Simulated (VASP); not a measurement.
ReCl:

```
Re Cl
1.0
     3.99686    0.00000    0.00000
    -1.99843    3.46138    0.00000
     0.00000    0.00000    6.40083
Re Cl
2 2
Cartesian
  0.0000 2.3076 0.0000
  1.9984 1.1538 3.2004
  0.0000 2.3076 2.4458
  1.9984 1.1538 5.6462
```

| Quantity | Value |
| --- | --- |
| Program | VASP 6.6.1 |
| Task | relaxation of cell and atoms |
| Functional | PBE |
| Potentials or basis | VASP PAW PBE potentials, release 64 (Re, Cl) |
| Cutoff | 600 eV |
| k mesh | 6 × 6 × 4 |
| Occupations | gaussian, width 0.1 eV |
| Spin | no spin polarisation |

At the start: pressure -14.2 GPa; volume 22.14 Å³/atom.

Problem. How do energy, volume and symmetry change on relaxing?

Solution. Over 23 steps the energy falls by 1069.5 meV/atom and the volume is 15.63 Å³/atom (-29.4 %); space group P6_3mc (No. 186, to 0.1 Å) before and after.

Step by step:
```
step  energy change (eV)  largest force (eV/Å)  pressure (GPa)  volume (Å³)
   1              0.0000                0.0457          -14.18        88.55
   2             -0.1715                1.1066           25.31        65.69
   3             -0.7790                0.3166           -0.02        74.86
   4             -0.7795                0.3293            0.45        74.60
   5             -0.8334                0.3183            0.37        74.64
   6             -0.9478                0.5551            0.34        74.56
   7             -1.5850                1.4365           -3.02        73.58
   8             -3.9081                0.7521          -12.32        68.74
   9             -4.0148                0.5211          -11.00        67.64
  10             -4.0301                0.4929          -10.60        67.39
  11             -4.0478                0.4518           -9.77        66.92
  12             -4.0409                0.4823           -7.31        65.94
  13             -4.0514                0.4410           -9.06        66.59
  14             -4.0778                0.4425           -8.49        66.26
  15             -4.1480                0.4360           -6.62        65.29
  16             -4.2395                0.3858           -2.14        63.36
  17             -4.1893                0.0698            9.85        59.57
  18             -4.2604                0.3102            1.18        62.14
  19             -4.2609                0.2928            1.75        61.95
  20             -4.2677                0.2236            1.43        62.06
  21             -4.2777                0.0127            0.62        62.39
  22             -4.2778                0.0342            0.57        62.41
  23             -4.2781                0.0178            0.22        62.53
```

Final structure:
```xyz
4
Lattice="2.9342 0.0000 0.0000 -1.4671 2.5411 0.0000 0.0000 0.0000 8.3862" Properties=species:S:1:pos:R:3 pbc="T T T"
Re    0.0000    1.6941    0.4586
Re    1.4671    0.8470    4.6517
Cl    0.0000    1.6941    2.7458
Cl    1.4671    0.8470    6.9389
```

Caveat: the volume moved by over 15 % at a fixed basis, so the end points are rough.
